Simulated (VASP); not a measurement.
# LiH (Fm-3m) in VASP: vibrations by perturbation theory with PBE

Aim: the vibrations by perturbation theory of LiH with PBE.

Everything below comes from runs of VASP 6.6.1. Logs are shortened: lines on timing, memory, paths and dates and some standing lists are left out, and cuts for length are marked.

## 1. The cell of the first run

Symmetry: Fm-3m, No. 225, cubic system. Conventional cell: a = 4.070 Å, b = 4.070 Å, c = 4.070 Å, α = 90.00°, β = 90.00°, γ = 90.00°. Within 2.7 Å of Li (site symmetry m-3m) lie 6 H at 2.04 Å. H (site symmetry m-3m) has 6 Li at 2.04 Å within 2.7 Å.

## 2. Vibrations by perturbation theory, PBE

Contents of INCAR:

```
ALGO = Normal ; EDIFF = 1E-8
ENCUT = 520 ; GGA = PE
IBRION = 8 ; ISIF = 2
ISMEAR = 0 ; LASPH = True
LCHARG = False ; LEPSILON = True
LREAL = False ; LWAVE = False
NELM = 80 ; NSW = 1
PREC = Accurate ; SIGMA = 0.01
```

Contents of KPOINTS:

```
k-points
0
Gamma
  10 10 10
```

Contents of POSCAR:

```
LiH
1.0
    0.0000000000      2.0350000000      2.0350000000
    2.0350000000      0.0000000000      2.0350000000
    2.0350000000      2.0350000000      0.0000000000
Li H
1 1
Direct
    0.0000000000      0.0000000000      0.0000000000
    0.5000000000      0.5000000000      0.5000000000
```

Potentials or basis: VASP PAW PBE potentials, release 64 (Li_sv, H).

Command:

```console
$ cat potpaw_PBE.64/Li_sv/POTCAR potpaw_PBE.64/H/POTCAR > POTCAR
$ mpirun -np 1 vasp_std > vasp.out
```

OUTCAR:

```text
EDIFF = 1E-8
   ENCUT = 520
   GGA = PE
   IBRION = 8
   ISIF = 2
   ISMEAR = 0
   LASPH = True
   LEPSILON = True
   LREAL = False
   NELM = 80
   NSW = 1
   PREC = Accurate

 ion  position               nearest neighbor table
   1  0.000  0.000  0.000-
   2  0.500  0.500  0.500-

  LATTYP: Found a face centered cubic cell.
 ALAT       =     4.0700000000

  Lattice vectors:

 A1 = (   0.0000000000,   2.0350000000,   2.0350000000)
 A2 = (   2.0350000000,   0.0000000000,   2.0350000000)
 A3 = (   2.0350000000,   2.0350000000,   0.0000000000)

Analysis of symmetry for initial positions (statically):
=====================================================================
 Subroutine PRICEL returns:
 Original cell was already a primitive cell.

 Routine SETGRP: Setting up the symmetry group for a
 face centered cubic supercell.

 Subroutine GETGRP returns: Found 48 space group operations
 (whereof 48 operations were pure point group operations)
 out of a pool of 48 trial point group operations.

The static configuration has the point symmetry O_h .

Analysis of symmetry for dynamics (positions and initial velocities):
=====================================================================
 Subroutine PRICEL returns:
 Original cell was already a primitive cell.

 Routine SETGRP: Setting up the symmetry group for a
 face centered cubic supercell.

 Subroutine GETGRP returns: Found 48 space group operations
 (whereof 48 operations were pure point group operations)
 out of a pool of 48 trial point group operations.

The dynamic configuration has the point symmetry O_h .

 Subroutine INISYM returns: Found 48 space group operations
 (whereof 48 operations are pure point group operations),
 and found     1 'primitive' translations

----------------------------------------------------------------------------------------

                                     Primitive cell

  volume of cell :      16.8548

  direct lattice vectors                    reciprocal lattice vectors
     0.000000000  2.035000000  2.035000000    -0.245700246  0.245700246  0.245700246
     2.035000000  0.000000000  2.035000000     0.245700246 -0.245700246  0.245700246
     2.035000000  2.035000000  0.000000000     0.245700246  0.245700246 -0.245700246

  length of vectors
     2.877924599  2.877924599  2.877924599     0.425565309  0.425565309  0.425565309

  position of ions in fractional coordinates (direct lattice)
     0.000000000  0.000000000  0.000000000
     0.500000000  0.500000000  0.500000000

  ion indices of the primitive-cell ions
   primitive index   ion index
                 1           1
                 2           2

----------------------------------------------------------------------------------------

 KPOINTS: k-points

Automatic generation of k-mesh.
 Grid dimensions read from file:
 generate k-points for:   10   10   10

 Generating k-lattice:

  Cartesian coordinates                     Fractional coordinates (reciprocal lattice)
    -0.024570025  0.024570025  0.024570025     0.100000000  0.000000000  0.000000000
     0.024570025 -0.024570025  0.024570025     0.000000000  0.100000000  0.000000000
     0.024570025  0.024570025 -0.024570025     0.000000000  0.000000000  0.100000000

  Length of vectors
     0.042556531  0.042556531  0.042556531

  Shift w.r.t. Gamma in fractional coordinates (k-lattice)
     0.000000000  0.000000000  0.000000000

 Subroutine IBZKPT returns following result:
 ===========================================

 Found     47 irreducible k-points:

 Following reciprocal coordinates:
            Coordinates               Weight
  0.000000  0.000000  0.000000      1.000000
  0.100000  0.000000  0.000000      8.000000
  0.200000  0.000000  0.000000      8.000000
  0.300000  0.000000  0.000000      8.000000
[... 317 lines left out ...]
  energy-cutoff  :      520.00
  volume of cell :       16.85
      direct lattice vectors                 reciprocal lattice vectors
     0.000000000  2.035000000  2.035000000    -0.245700246  0.245700246  0.245700246
     2.035000000  0.000000000  2.035000000     0.245700246 -0.245700246  0.245700246
     2.035000000  2.035000000  0.000000000     0.245700246  0.245700246 -0.245700246

 POSITION                                       TOTAL-FORCE (eV/Angst)
 -----------------------------------------------------------------------------------
      0.00000      0.00000      0.00000         0.000000      0.000000      0.000000
      2.03500      2.03500      2.03500        -0.000000     -0.000000      0.000000
 -----------------------------------------------------------------------------------
    total drift:                                0.000000     -0.000000     -0.000000

  FREE ENERGIE OF THE ION-ELECTRON SYSTEM (eV)
  ---------------------------------------------------
  free  energy   TOTEN  =        -6.1231939449 eV

  energy  without entropy=       -6.1231939449  energy(sigma->0) =       -6.12319394

 HEAD OF MICROSCOPIC STATIC DIELECTRIC TENSOR (INDEPENDENT PARTICLE, excluding Hartree and local field effects)
 ------------------------------------------------------
           4.374500    -0.000000     0.000000
          -0.000000     4.374500    -0.000000
           0.000000    -0.000000     4.374500
 ------------------------------------------------------

 Free energy of the ion-electron system (eV)
  ---------------------------------------------------
  ---------------------------------------------------
  free energy    TOTEN  =        -0.17599075 eV

  energy without entropy =       -0.17599075

------------------------ aborting loop because EDIFF is reached ----------------------------------------

--------------------------------------- Ionic step        2  -------------------------------------------

------------------------ aborting loop because EDIFF is reached ----------------------------------------

--------------------------------------- Ionic step        3  -------------------------------------------

------------------------ aborting loop because EDIFF is reached ----------------------------------------

 PIEZOELECTRIC TENSOR FIELD DIRECTION 3  (e Angst)
 -----------------------------------------------------------------------------
     0.00053  0.00000  0.00000           (  0.00001  0.00000  0.00000)
     0.00000  0.00053 -0.00000           (  0.00000  0.00001  0.00000)
     0.00000  0.00000 -0.00024           (  0.00000  0.00000  0.00000)

 PIEZOELECTRIC TENSOR FIELD DIRECTION 3  (C/m^2)
 -----------------------------------------------------------------------------
     0.00051  0.00000  0.00000
     0.00000  0.00051 -0.00000
     0.00000  0.00000 -0.00022

--------------------------------------- Ionic step        4  -------------------------------------------

------------------------ aborting loop because EDIFF is reached ----------------------------------------

[... ionic steps 5 to 6 ...]

--------------------------------------- Ionic step        7  -------------------------------------------

 Free energy of the ion-electron system (eV)
  ---------------------------------------------------
  ---------------------------------------------------
  free energy    TOTEN  =        -0.01832848 eV

  energy without entropy =       -0.01832848

------------------------ aborting loop because EDIFF is reached ----------------------------------------

 INTERNAL STRAIN TENSOR  FOR ION    2  DIRECTION 1   (eV/Angst):
 -----------------------------------------------------------------------------
     0.00103 -0.00000  0.00000
    -0.00000 -0.00365 -0.00000
     0.00000 -0.00000 -0.00365

 MACROSCOPIC STATIC DIELECTRIC TENSOR (including local field effects in DFT)
 ------------------------------------------------------
           4.327017    -0.000000     0.000000
           0.000000     4.327017    -0.000000
           0.000000     0.000000     4.327017
 ------------------------------------------------------

 PIEZOELECTRIC TENSOR (including local field effects)  for field in x, y, z        (e  Angst)
          XX          YY          ZZ          XY          YZ          ZX
  --------------------------------------------------------------------------------
  x     0.00000     0.00000     0.00000     0.00000     0.00000     0.00000
  y     0.00000     0.00000     0.00000     0.00000     0.00000     0.00000
  z     0.00000     0.00000     0.00000     0.00000     0.00000     0.00000

 PIEZOELECTRIC TENSOR (including local field effects)  for field in x, y, z        (C/m^2)
          XX          YY          ZZ          XY          YZ          ZX
  --------------------------------------------------------------------------------
  x     0.00000     0.00000     0.00000     0.00000     0.00000     0.00000
  y     0.00000     0.00000     0.00000     0.00000     0.00000     0.00000
  z     0.00000     0.00000     0.00000     0.00000     0.00000     0.00000

 BORN EFFECTIVE CHARGES (including local field effects) (in |e|, cummulative output)
 ---------------------------------------------------------------------------------
 ion    1
    1     1.02661    -0.00000    -0.00000
    2    -0.00000     1.02661    -0.00000
    3     0.00000     0.00000     1.02661
 ion    2
    1    -1.02661     0.00000     0.00000
    2     0.00000    -1.02661     0.00000
    3     0.00000     0.00000    -1.02661

 INTERNAL STRAIN TENSOR FOR ION    2 for displacements in x,y,z  (eV/Angst):
          X           Y           Z          XY          YZ          ZX
  --------------------------------------------------------------------------------
  x     0.00000     0.00000     0.00000     0.00000     0.00000     0.00000
  y     0.00000     0.00000     0.00000     0.00000     0.00000     0.00000
  z     0.00000     0.00000     0.00000     0.00000     0.00000     0.00000

 SECOND DERIVATIVES (NOT SYMMETRIZED)
 ------------------------------------
               1X          1Y          1Z          2X          2Y          2Z
  1X    -0.924190    0.000000    0.000000    0.924190    0.000000    0.000000
  1Y     0.000000   -0.924190    0.000000    0.000000    0.924190    0.000000
  1Z     0.000000    0.000000   -0.924190    0.000000    0.000000    0.924190
  2X     0.932453    0.000000    0.000000   -0.932453    0.000000    0.000000
  2Y     0.000000    0.932453    0.000000    0.000000   -0.932453    0.000000
  2Z     0.000000    0.000000    0.932453    0.000000    0.000000   -0.932453

 Eigenvectors and eigenvalues of the dynamical matrix
 ----------------------------------------------------

   1 f  =   16.128041 THz   101.335470 2PiTHz  537.973538 cm-1    66.700188 meV
             X         Y         Z           dx          dy          dz
      0.000000  0.000000  0.000000     0.000000    0.351961    0.000000
      2.035000  2.035000  2.035000     0.000000   -0.936015    0.000000
[... 21 lines left out ...]
   6 f/i=    0.023648 THz     0.148587 2PiTHz    0.788825 cm-1     0.097802 meV
             X         Y         Z           dx          dy          dz
      0.000000  0.000000  0.000000     0.000000   -0.936015    0.000000
      2.035000  2.035000  2.035000     0.000000   -0.351961    0.000000

--------------------------------------------------------------------------------------------------------

 MACROSCOPIC STATIC DIELECTRIC TENSOR IONIC CONTRIBUTION
 ------------------------------------------------------
          12.188514    -0.000000    -0.000000
          -0.000000    12.188514    -0.000000
          -0.000000    -0.000000    12.188514
 ------------------------------------------------------

 ELASTIC MODULI CONTR FROM IONIC RELAXATION (kBar)
 Direction    XX          YY          ZZ          XY          YZ          ZX
 --------------------------------------------------------------------------------
 XX           0.0000      0.0000      0.0000      0.0000      0.0000      0.0000
 YY           0.0000      0.0000      0.0000      0.0000      0.0000      0.0000
 ZZ           0.0000      0.0000      0.0000      0.0000      0.0000      0.0000
 XY           0.0000      0.0000      0.0000      0.0000      0.0000      0.0000
 YZ           0.0000      0.0000      0.0000      0.0000      0.0000      0.0000
 ZX           0.0000      0.0000      0.0000      0.0000      0.0000      0.0000
 --------------------------------------------------------------------------------

 PIEZOELECTRIC TENSOR IONIC CONTR  for field in x, y, z        (C/m^2)
          XX          YY          ZZ          XY          YZ          ZX
  --------------------------------------------------------------------------------
  x     0.00000     0.00000     0.00000     0.00000     0.00000     0.00000
  y     0.00000     0.00000     0.00000     0.00000     0.00000     0.00000
  z     0.00000     0.00000     0.00000     0.00000     0.00000     0.00000
```

Wall time 42 s (1 thread of Intel Xeon 6975P-C (Granite Rapids), shared host); peak memory 0.16 GiB.

What came out:

```yaml
Electronic_dielectric_tensor_diagonal: 4.33
Born_charges_mean_of_the_diagonal: Li +1.03; H -1.03 e
Highest_phonon_frequency_at_Γ: 538 cm⁻¹
```

Phonon frequencies in cm⁻¹ (negative: imaginary):
| q point | frequencies |
| --- | --- |
| (0.000, 0.000, 0.000) | -1 -1 -1 538 538 538 |

Electronic dielectric tensor:
```
4.33 0.00 0.00
0.00 4.33 0.00
0.00 0.00 4.33
```

Born effective charge tensors (e):
atom 1, Li
```
1.03 0.00 0.00
0.00 1.03 0.00
0.00 0.00 1.03
```
atom 2, H
```
-1.03  0.00  0.00
 0.00 -1.03  0.00
 0.00  0.00 -1.03
```

Caveat: the cell stands under pressure or tension, which shifts response properties.
